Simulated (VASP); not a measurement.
# AlCo (Pm-3m) in VASP: further runs, part 2 of 2

VASP 6.6.1.

### Step 4. Relaxation of cell and atoms, LDA

Contents of INCAR:

```
PREC     = Accurate       # precision mode
ENCUT    = 600            # plane-wave cutoff, eV
EDIFF    = 1E-7           # SCF threshold, eV
ISMEAR   = 0              # smearing method
SIGMA    = 0.1            # smearing width, eV
LREAL    = F              # projectors in reciprocal space
LASPH    = T              # aspherical terms in the spheres
NELM     = 80             # most SCF steps
ALGO     = Normal         # electronic algorithm
ISIF     = 3              # what is computed and relaxed
LWAVE    = F              # write WAVECAR
LCHARG   = F              # write CHGCAR
GGA      = CA             # functional
IBRION   = 2              # ionic algorithm
NSW      = 100            # ionic steps
EDIFFG   = -0.005         # ionic threshold
```

Contents of KPOINTS:

```
regular mesh
0
Gamma
  14 14 14
```

Contents of POSCAR:

```
AlCo
1.0
    2.8194032100      0.0000000000      0.0000000000
    0.0000000000      2.8194032100      0.0000000000
    0.0000000000      0.0000000000      2.8194032100
Al Co
1 1
Direct
    0.0000000000      0.0000000000      0.0000000000
    0.5000000000      0.5000000000      0.5000000000
```

Potentials or basis: VASP PAW LDA potentials, release 64 (Al, Co).

Run with:

```
> cat potpaw_LDA.64/Al/POTCAR potpaw_LDA.64/Co/POTCAR > POTCAR
> mpirun -np 1 vasp_std > vasp.out
```

OUTCAR:

```text
PREC = Accurate
   ENCUT = 600
   EDIFF = 1E-7
   ISMEAR = 0
   LREAL = F
   LASPH = T
   NELM = 80
   ISIF = 3
   GGA = CA
   IBRION = 2
   NSW = 100
   EDIFFG = -0.005

 ion  position               nearest neighbor table
   1  0.000  0.000  0.000-   2 2.44   2 2.44   2 2.44   2 2.44   2 2.44   2 2.44   2 2.44   2 2.44

   2  0.500  0.500  0.500-   1 2.44   1 2.44   1 2.44   1 2.44   1 2.44   1 2.44   1 2.44   1 2.44

  LATTYP: Found a simple cubic cell.
 ALAT       =     2.8194032100

  Lattice vectors:

 A1 = (   2.8194032100,   0.0000000000,   0.0000000000)
 A2 = (   0.0000000000,   2.8194032100,   0.0000000000)
 A3 = (   0.0000000000,   0.0000000000,   2.8194032100)

Analysis of symmetry for initial positions (statically):
=====================================================================
 Subroutine PRICEL returns:
 Original cell was already a primitive cell.

 Routine SETGRP: Setting up the symmetry group for a
 simple cubic supercell.

 Subroutine GETGRP returns: Found 48 space group operations
 (whereof 48 operations were pure point group operations)
 out of a pool of 48 trial point group operations.

The static configuration has the point symmetry O_h .

Analysis of symmetry for dynamics (positions and initial velocities):
=====================================================================
 Subroutine PRICEL returns:
 Original cell was already a primitive cell.

 Routine SETGRP: Setting up the symmetry group for a
 simple cubic supercell.

 Subroutine GETGRP returns: Found 48 space group operations
 (whereof 48 operations were pure point group operations)
 out of a pool of 48 trial point group operations.

The dynamic configuration has the point symmetry O_h .

 Subroutine INISYM returns: Found 48 space group operations
 (whereof 48 operations are pure point group operations),
 and found     1 'primitive' translations

[... 132 lines left out ...]
   NGX = 11   NGY = 11   NGZ = 11

--------------------------------------- Ionic step        1  -------------------------------------------

 number of electron      11.9999996 magnetization

 Free energy of the ion-electron system (eV)
  ---------------------------------------------------
  ext. energy  EPLUGINS =         0.00000000
  ---------------------------------------------------
  free energy    TOTEN  =       -13.70281208 eV

  energy without entropy =      -13.69973843  energy(sigma->0) =      -13.70127525

------------------------ aborting loop because EDIFF is reached ----------------------------------------

  FORCE on cell =-STRESS in cart. coord.  units (eV):
  Direction    XX          YY          ZZ          XY          YZ          ZX
  --------------------------------------------------------------------------------------
  -------------------------------------------------------------------------------------
  Total       -0.7179019     -0.7179019     -0.7179019      0.0000000      0.0000000     -0.0000000
  in kB      -51.3220652    -51.3220652    -51.3220652      0.0000000      0.0000000     -0.0000000
  external PRESSURE =     -51.3220652 kB  Pullay stress =       0.0000000 kB
[... 59 lines left out ...]
--------------------------------------- Ionic step        3  -------------------------------------------

 number of electron      12.0000001 magnetization

 Free energy of the ion-electron system (eV)
  ---------------------------------------------------
  ext. energy  EPLUGINS =         0.00000000
  ---------------------------------------------------
  free energy    TOTEN  =       -13.71228415 eV

  energy without entropy =      -13.70938398  energy(sigma->0) =      -13.71083406

 E-fermi :  11.1046     XC(G=0): -12.7997

 val. band max:       11.0895150067   @ k =   0.5000   0.3571   0.0714
 cond. band min:      11.1716585956   @ k =   0.5000   0.2857   0.0000
 fundamental gap:      0.0821435889
 Fermi energy:        11.1045500549

 k-point     1 :       0.0000    0.0000    0.0000
  band No.  band energies     occupation
      1      -0.3082      2.00000
      2       7.8409      2.00000
      3       7.8409      2.00000
      4      10.2208      2.00000
      5      10.2208      2.00000
      6      10.2208      2.00000
      7      17.3413      0.00000
      8      17.3413      0.00000
      9      17.3413      0.00000
     10      20.1646      0.00000
[... 287 lines left out ...]
 k-point    24 :       0.3571    0.2143    0.0000
  band No.  band energies     occupation
      1       2.9013      2.00000
      2       6.8421      2.00000
      3       8.3617      2.00000
      4       9.1122      2.00000
      5       9.5010      2.00000
      6       9.9555      2.00000
      7      11.8207      0.00000
      8      15.8516      0.00000
      9      19.8074      0.00000
     10      21.3363      0.00000

 [... further k-points ...]

------------------------ aborting loop because EDIFF is reached ----------------------------------------

  FORCE on cell =-STRESS in cart. coord.  units (eV):
  Direction    XX          YY          ZZ          XY          YZ          ZX
  --------------------------------------------------------------------------------------
  -------------------------------------------------------------------------------------
  Total       -0.0030902     -0.0030902     -0.0030902     -0.0000000      0.0000000     -0.0000000
  in kB       -0.2267351     -0.2267351     -0.2267351     -0.0000000      0.0000000     -0.0000000
  external PRESSURE =      -0.2267351 kB  Pullay stress =       0.0000000 kB
[... 17 lines left out ...]
  FREE ENERGIE OF THE ION-ELECTRON SYSTEM (eV)
  ---------------------------------------------------
  free  energy   TOTEN  =       -13.7122841492 eV

  energy  without entropy=      -13.7093839760  energy(sigma->0) =      -13.71083406

 reached required accuracy - stopping structural energy minimisation
```

Run time: 26 s. Hardware: 1 thread of Intel Xeon Platinum 8488C (Sapphire Rapids), shared host; peak memory 0.17 GiB.

Results:

```yaml
Free_energy: -13.7123 eV
Relaxed_volume: 10.92 Å³/atom
Relaxed_cell: a = 2.795 Å, b = 2.795 Å, c = 2.795 Å, α = 90.00°, β = 90.00°, γ = 90.00°
Space_group_after_relaxing_to_0.05_Å: Pm-3m (No. 221)
Energy_gained_by_relaxing: 4.7 meV/atom
Ionic_steps: 3
Pressure_after_relaxing: 0.0 GPa
Band_gap_on_the_k_mesh: zero (band 6 reaches 13.53 eV, above the bottom of band 7 at 10.81 eV)
```

The path:
```tsv
step	energy change (eV)	largest force (eV/Å)	pressure (GPa)	volume (Å³)
1	0.0000	0.0000	-5.13	22.41
2	0.0005	0.0000	5.78	21.27
3	-0.0095	0.0000	-0.02	21.84
```

Final structure:
```xyz
2
Lattice="2.7951 0.0000 0.0000 0.0000 2.7951 0.0000 0.0000 0.0000 2.7951" Properties=species:S:1:pos:R:3 pbc="T T T"
Al    0.0000    0.0000    0.0000
Co    1.3975    1.3975    1.3975
```

Spin polarisation is off, so any magnetic state and its effect on volume and gap are missing.

### Step 5. The runs side by side

| task | cell | k mesh | cutoff (eV) | gap on the mesh (eV) | pressure (GPa) |
| --- | --- | --- | --- | --- | --- |
| single point | a = 2.819 Å, 2 atoms | 6 × 6 × 6 | 520 | none | -4.8 |
| single point | a = 2.794 Å, 2 atoms | 14 × 14 × 14 | 520 | none | 0.3 |
| relaxation of cell and atoms | relaxed from a = 2.819 Å, 2 atoms | 14 × 14 × 14 | 600 | none | 0.0 |

Alike in all rows: level LDA; potentials or basis VASP PAW LDA potentials, release 64 (Al, Co); no spin polarisation; smearing gaussian 0.1 eV.

Caveats: some runs use coarse meshes.

Absolute energies hang on the potentials; compare differences alone.
